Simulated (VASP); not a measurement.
SbTePd: single point with r2SCAN

Crystal: SbTePd.

```
Pd Sb Te
1.0
     6.63968    0.00000    0.00000
     0.00000    6.63968    0.00000
     0.00000    0.00000    6.63968
Pd Sb Te
4 4 4
Cartesian
  6.6265 6.6265 6.6265
  3.3330 0.0131 3.3067
  3.3067 3.3330 0.0131
  0.0131 3.3067 3.3330
  4.1637 4.1637 4.1637
  5.7958 2.4760 0.8438
  0.8438 5.7958 2.4760
  2.4760 0.8438 5.7958
  2.4751 2.4751 2.4751
  0.8447 4.1645 5.7950
  5.7950 0.8447 4.1645
  4.1645 5.7950 0.8447
```

```
Program                : VASP 6.6.1
Task                   : single point
Functional             : r2SCAN
Potentials or basis    : VASP PAW PBE potentials, release 64 (Pd, Sb, Te)
Cutoff                 : 520 eV
k mesh                 : 5 × 5 × 5
Occupations            : fermi-dirac, width 0.0514 eV
Spin                   : no spin polarisation
Dipole correction      : no
Further INCAR settings : ALGO = Normal; EDIFF = 1e-06; NBANDS = 54
```

```yaml
Pressure: -1.4 GPa
Largest_force: 0.513 eV/Å
Band_gap_on_the_k_mesh: zero (bands 42 and 43 overlap by 1.23 eV)
```

Forces in eV/Å, atoms in the order of the input:
```
Pd   0.296  0.296  0.296
Pd  -0.296 -0.296  0.296
Pd   0.296 -0.296 -0.296
Pd  -0.296  0.296 -0.296
Sb  -0.036 -0.036 -0.036
Sb   0.036  0.036 -0.036
Sb  -0.036  0.036  0.036
Sb   0.036 -0.036  0.036
Te   0.169  0.169  0.169
Te  -0.169 -0.169  0.169
Te   0.169 -0.169 -0.169
Te  -0.169  0.169 -0.169
```

Levels at points of the mesh, in eV from the Fermi level:
```csv
k point,band 39,band 40,band 41,band 42,band 43,band 44,band 45,band 46
"(0.00, 0.00, 0.00)",-1.26,-1.26,-1.05,-1.05,-1.05,0.33,1.80,1.80
```

Run time: 7 min on 1 thread of Intel(R) Xeon(R) Platinum 8488C (Sapphire Rapids), with other jobs on the host, peak memory 0.47 GiB.

Caveat: the PAW data sets were made with another functional, which shifts forces and pressure a little; spin-orbit coupling is left out, which moves the levels of the heavy elements.
